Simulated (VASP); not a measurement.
Zr3N2, 10 atoms in the cell. It takes space group R-3c (No. 167, trigonal). The conventional cell has a = 5.703 Å, b = 5.703 Å, c = 15.863 Å, α = 90.00°, β = 90.00°, γ = 120.00°. Within 3.0 Å of Zr (site symmetry 2) lie 4 N at 2.29 to 2.32 Å. Within 3.0 Å of N (site symmetry 3) lie 6 Zr at 2.29 to 2.32 Å and 1 N at 2.81 Å. 

* Program: VASP 6.6.1
* Task: single point
* Functional: r2SCAN
* Potentials or basis: VASP PAW PBE potentials, release 64 (Zr_sv, N)
* Cutoff: 520 eV
* k mesh: 12 × 12 × 12
* Occupations: gaussian, width 0.1 eV
* Spin: no spin polarisation
* Dipole correction: no
* Further INCAR settings: ALGO = Normal; EDIFF = 1e-06; NBANDS = 57

Potentials or basis: VASP PAW PBE potentials, release 64 (Zr_sv, N).

The run is started by

```sh
$ cat potpaw_PBE.64/Zr_sv/POTCAR potpaw_PBE.64/N/POTCAR > POTCAR
$ cp INCAR.step1 INCAR
$ mpirun -np 1 vasp_std > vasp.out
$ cp INCAR.step2 INCAR
$ mpirun -np 1 vasp_std > vasp.out
```

Hardware: 1 × NVIDIA H100 80GB with 1 thread of AMD EPYC 7R13 Processor (Zen 3) (shared host).

Estimate the wall time of this run.

Run time: 26 min on 1 × NVIDIA H100 80GB with 1 thread of AMD EPYC 7R13 Processor (Zen 3) (shared host), peak memory 2.2 GiB. Counts: k points 189.
